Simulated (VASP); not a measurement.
Write the native input for VASP 6.6.1 that does the following.

| Quantity | Value |
| --- | --- |
| Task | single point |
| Functional | PBEsol |
| Potentials or basis | VASP PAW PBE potentials, release 64 (Be, Te) |
| Cutoff | 520 eV |
| k mesh | 15 × 15 × 15 |
| Occupations | fermi-dirac, width 0.08 eV |
| Spin | no spin polarisation |
| Dipole correction | no |
| Further INCAR settings | ALGO = Normal; EDIFF = 1e-07; NBANDS = 11 |

The structure of BeTe (rocksalt type) lies in POSCAR:

```
BeTe
1.0
    0.0000000000      2.1038923918      2.1038923918
    2.1038923918      0.0000000000      2.1038923918
    2.1038923918      2.1038923918      0.0000000000
Be Te
1 1
Direct
    0.0000000000      0.0000000000      0.0000000000
    0.5000000000      0.5000000000      0.5000000000
```

These files were run (other wordings do the same):

INCAR

```
SYSTEM = BeTe
PREC     = Accurate       ! precision mode
ENCUT    = 520            ! plane-wave cutoff, eV
EDIFF    = 1E-7           ! SCF threshold, eV
ISMEAR   = -1             ! smearing method
SIGMA    = 0.08           ! smearing width, eV
LREAL    = .FALSE.        ! projectors in reciprocal space
LASPH    = .TRUE.         ! aspherical terms in the spheres
NELM     = 60             ! most SCF steps
ALGO     = Normal         ! electronic algorithm
ISIF     = 2              ! what is computed and relaxed
LWAVE    = .FALSE.        ! write WAVECAR
LCHARG   = .FALSE.        ! write CHGCAR
GGA      = PS             ! functional
NBANDS   = 11             ! bands
```

KPOINTS

```
regular mesh
0
G
  15 15 15
  0 0 0
```

Potentials or basis: VASP PAW PBE potentials, release 64 (Be, Te).

Launch:

```sh
$ cat potpaw_PBE.64/Be/POTCAR potpaw_PBE.64/Te/POTCAR > POTCAR
$ mpirun -np 1 vasp_std > vasp.out
```

It gave:

| Quantity | Value |
| --- | --- |
| Pressure | 202.9 GPa |
| Band gap on the k mesh | zero (bands 4 and 5 overlap by 1.72 eV) |

Caveat: the cell stands under pressure; the PAW data sets were made with another functional, which shifts forces and pressure a little; spin-orbit coupling is left out, which moves the levels of the heavy elements.

Wall time 15 s on 1 thread of AMD EPYC 9R45 96-Core Processor (Zen 5) (shared host), peak memory 0.13 GiB.
